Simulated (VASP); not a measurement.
# Mg (P6_3/mmc) in VASP: single point with PBEsol

Aim: the single point of Mg with PBEsol.

Program: VASP 6.6.1. These are calculated values, not measurements. Logs are shortened: lines on timing, memory, paths and dates and some standing lists are left out, and cuts for length are marked.

## Step 1: The cell of the first run

Symmetry: P6_3/mmc, No. 194, hexagonal system. Conventional cell: a = 3.188 Å, b = 3.188 Å, c = 5.108 Å, α = 90.00°, β = 90.00°, γ = 120.00°. Mg (site symmetry -6m2) has 12 Mg at 3.15 to 3.19 Å within 4.1 Å.

## Step 2: Single point, PBEsol

Input file INCAR:

```
PREC = Accurate
ENCUT = 520
EDIFF = 1E-7
ISMEAR = 0
SIGMA = 0.1
LREAL = F
LASPH = T
NELM = 80
ALGO = Fast
ISIF = 2
LWAVE = F
LCHARG = F
GGA = PS
NBANDS = 9
ISYM = 0
```

Input file KPOINTS:

```
Automatic mesh
0
Gamma
  11 7 12
```

Input file POSCAR:

```
Mg
1.0
    3.1881999939      0.0000000000      0.0000000000
    0.0000000000      5.1084658709      0.0000000000
    1.5940999970      0.0000000000      2.7610621871
Mg
2
Direct
    0.3333333333      0.7500000000      0.3333333333
    0.6666666667      0.2500000000      0.6666666667
```

Potentials or basis: VASP PAW PBE potentials, release 64 (Mg).

Started as:

```bash
> cat potpaw_PBE.64/Mg/POTCAR > POTCAR
> mpirun -np 1 vasp_std > vasp.out
```

OUTCAR:

```text
PREC = Accurate
   ENCUT = 520
   EDIFF = 1E-7
   ISMEAR = 0
   LREAL = F
   LASPH = T
   NELM = 80
   ISIF = 2
   GGA = PS
   ISYM = 0

 ion  position               nearest neighbor table
   1  0.333  0.750  0.333-   2 3.15   2 3.15   2 3.15   2 3.15   2 3.15   2 3.15
   2  0.667  0.250  0.667-   1 3.15   1 3.15   1 3.15   1 3.15   1 3.15   1 3.15

IMPORTANT INFORMATION: All symmetrisations will be switched off!
NOSYMM: (Re-)initialisation of all symmetry stuff for point group C_1.

----------------------------------------------------------------------------------------

                                     Primitive cell

  volume of cell :      44.9689

  direct lattice vectors                    reciprocal lattice vectors
     3.188199994  0.000000000  0.000000000     0.313656609  0.000000000 -0.181089728
     0.000000000  5.108465871  0.000000000     0.000000000  0.195753486  0.000000000
     1.594099997  0.000000000  2.761062187     0.000000000  0.000000000  0.362179456

  length of vectors
     3.188199994  5.108465871  3.188199994     0.362179456  0.195753486  0.362179456

  position of ions in fractional coordinates (direct lattice)
     0.333333333  0.750000000  0.333333333
     0.666666667  0.250000000  0.666666667

  ion indices of the primitive-cell ions
   primitive index   ion index
                 1           1
                 2           2

----------------------------------------------------------------------------------------

 KPOINTS: Automatic mesh

Automatic generation of k-mesh.
 Grid dimensions read from file:
 generate k-points for:   11    7   12

 Generating k-lattice:

  Cartesian coordinates                     Fractional coordinates (reciprocal lattice)
     0.028514237  0.000000000 -0.016462703     0.090909091  0.000000000  0.000000000
     0.000000000  0.027964784  0.000000000     0.000000000  0.142857143  0.000000000
     0.000000000  0.000000000  0.030181621     0.000000000  0.000000000  0.083333333

  Length of vectors
     0.032925405  0.027964784  0.030181621

  Shift w.r.t. Gamma in fractional coordinates (k-lattice)
     0.000000000  0.000000000  0.000000000

 -----------------------------------------------------------------------------
|                                                                             |
|           W    W    AA    RRRRR   N    N  II  N    N   GGGG   !!!           |
[... 75 lines left out ...]
   ISIF   =      2    stress and relaxation
   ISYM   =      0    0-nonsym 1-usesym 2-fastsym
   POTIM  = 0.5000    time-step for ionic-motion
   TEBEG  =    0.0;   TEEND  =   0.0 temperature during run
   PSTRESS=    0.0 pullay stress
   NELECT =       4.0000    total number of electrons
   NUPDOWN=      -1.0000    fix difference up-down
   EMIN   =  10.00;   EMAX   =-10.00  energy-range for DOS
   EFERMI =   0.00;   METHOD = LEGACY
   ISMEAR =     0;   SIGMA  =   0.10  broadening in eV -4-tet -1-fermi 0-gaus
   EFERMI_NEDOS =   21; number of points for ismear=-14 and -15
   IALGO  =     68    algorithm
   IMIX   =      4    mixing-type and parameters
     AMIX     =   0.40;   BMIX     =  1.00
     AMIX_MAG =   1.60;   BMIX_MAG =  1.00
  volume/ion in A,a.u.               =      22.48       151.73
  Fermi-wavevector in a.u.,A,eV,Ry     =   0.730787  1.380987  7.266184  0.534049
  Thomas-Fermi vector in A             =   1.822843
   LORBIT       =      0    0 simple, 1 ext, 2 COOP (PROOUT), +10 PAW based schemes
   GGA     = PS    functional components
   LHFCALC =     F    Hartree Fock is set to
   AEXX    =    0.0000 exact exchange contribution
   IVDW    =     0    specifies the selected vdW correction
   LEPSILON=     F    determine dielectric tensor
   LRPA    =     F    only Hartree local field effects (RPA)
 non-spin polarized calculation
 RMM-DIIS sequential band-by-band and
 Gauss-broadening in eV      SIGMA  =   0.10
  energy-cutoff  :      520.00
  volume of cell :       44.97
 maximum number of plane-waves:      1231
   NGX = 11   NGY = 19   NGZ = 11

 number of electron       4.0000000 magnetization

 Free energy of the ion-electron system (eV)
  ---------------------------------------------------
  ext. energy  EPLUGINS =         0.00000000
  ---------------------------------------------------
  free energy    TOTEN  =        -3.45127960 eV

  energy without entropy =       -3.44736118  energy(sigma->0) =       -3.44932039

 E-fermi :   2.6925     XC(G=0):  -8.5989

 val. band max:        2.6743436648   @ k =   0.4545  -0.1429   0.1667
 cond. band min:       2.6943085187   @ k =  -0.1818   0.0000   0.1667
 fundamental gap:      0.0199648539
 Fermi energy:         2.6925298893

 k-point     1 :       0.0000    0.0000    0.0000
  band No.  band energies     occupation
      1      -4.3185      2.00000
      2       1.0507      2.00000
      3       1.5873      2.00000
      4      13.6070      0.00000
      5      13.6070      0.00000
      6      13.7348      0.00000
      7      13.7349      0.00000
      8      14.6972      0.00000
      9      16.1876      0.00000
[... 265 lines left out ...]
 k-point    24 :      -0.4545    0.2857   -0.0000
  band No.  band energies     occupation
      1       0.1288      2.00000
      2       1.7172      2.00000
      3       2.6534      1.41965
      4       4.2059      0.00000
      5       8.4972      0.00000
      6       9.8085      0.00000
      7       9.9737      0.00000
      8      11.8720      0.00000
      9      12.0364      0.00000

 [... further k-points ...]

------------------------ aborting loop because EDIFF is reached ----------------------------------------

  FORCE on cell =-STRESS in cart. coord.  units (eV):
  Direction    XX          YY          ZZ          XY          YZ          ZX
  --------------------------------------------------------------------------------------
  -------------------------------------------------------------------------------------
  Total       -0.0730512      0.1072136     -0.0288487      0.0000001     -0.0000000      0.0392940
  in kB       -2.6027099      3.8198663     -1.0278383      0.0000019     -0.0000004      1.3999892
  external PRESSURE =       0.0631060 kB  Pullay stress =       0.0000000 kB

 VOLUME and BASIS-vectors are now :
 -----------------------------------------------------------------------------
  energy-cutoff  :      520.00
  volume of cell :       44.97
      direct lattice vectors                 reciprocal lattice vectors
     3.188199994  0.000000000  0.000000000     0.313656609  0.000000000 -0.181089728
     0.000000000  5.108465871  0.000000000     0.000000000  0.195753486  0.000000000
     1.594099997  0.000000000  2.761062187     0.000000000  0.000000000  0.362179456

 POSITION                                       TOTAL-FORCE (eV/Angst)
 -----------------------------------------------------------------------------------
      1.59410      3.83135      0.92035         0.001022     -0.000000     -0.000679
      3.18820      1.27712      1.84071        -0.001022      0.000000      0.000679
 -----------------------------------------------------------------------------------
    total drift:                                0.000000     -0.000000     -0.000000

  FREE ENERGIE OF THE ION-ELECTRON SYSTEM (eV)
  ---------------------------------------------------
  free  energy   TOTEN  =        -3.4512795950 eV

  energy  without entropy=       -3.4473611790  energy(sigma->0) =       -3.44932039
```

OSZICAR:

```text
N       E                     dE             d eps       ncg     rms          rms(c)
DAV:   1    -0.672774480569E+00   -0.67277E+00   -0.12988E+03  8334   0.315E+02
DAV:   2    -0.342839474253E+01   -0.27556E+01   -0.26836E+01 11154   0.272E+01
DAV:   3    -0.347118354547E+01   -0.42789E-01   -0.42333E-01 10616   0.280E+00
DAV:   4    -0.347131072517E+01   -0.12718E-03   -0.12717E-03 10777   0.151E-01
DAV:   5    -0.347131127912E+01   -0.55395E-06   -0.55400E-06 10241   0.956E-03    0.962E-01
RMM:   6    -0.346078900558E+01    0.10522E-01   -0.45976E-04  8487   0.152E-01    0.612E-01
RMM:   7    -0.345126680153E+01    0.95222E-02   -0.20628E-03  8691   0.302E-01    0.308E-02
RMM:   8    -0.345127938680E+01   -0.12585E-04   -0.85038E-05  9177   0.685E-02    0.648E-03
RMM:   9    -0.345127958105E+01   -0.19425E-06   -0.55720E-06  9610   0.158E-02    0.645E-04
RMM:  10    -0.345127959503E+01   -0.13984E-07   -0.75809E-07  9645   0.514E-03
   1 F= -.34512796E+01 E0= -.34493204E+01  d E =-.391842E-02
```

Wall time 3.6 min (1 thread of AMD EPYC 7R13, shared host); peak memory 0.27 GiB.

Results:

| Item | Value |
| --- | --- |
| Free energy | -3.4513 eV |
| Pressure | 0.0 GPa |
| Band gap on the k mesh | zero (band 2 reaches 3.77 eV, above the bottom of band 3 at 1.59 eV) |

Caveat: the PAW data sets were made with another functional, which shifts forces and pressure a little.
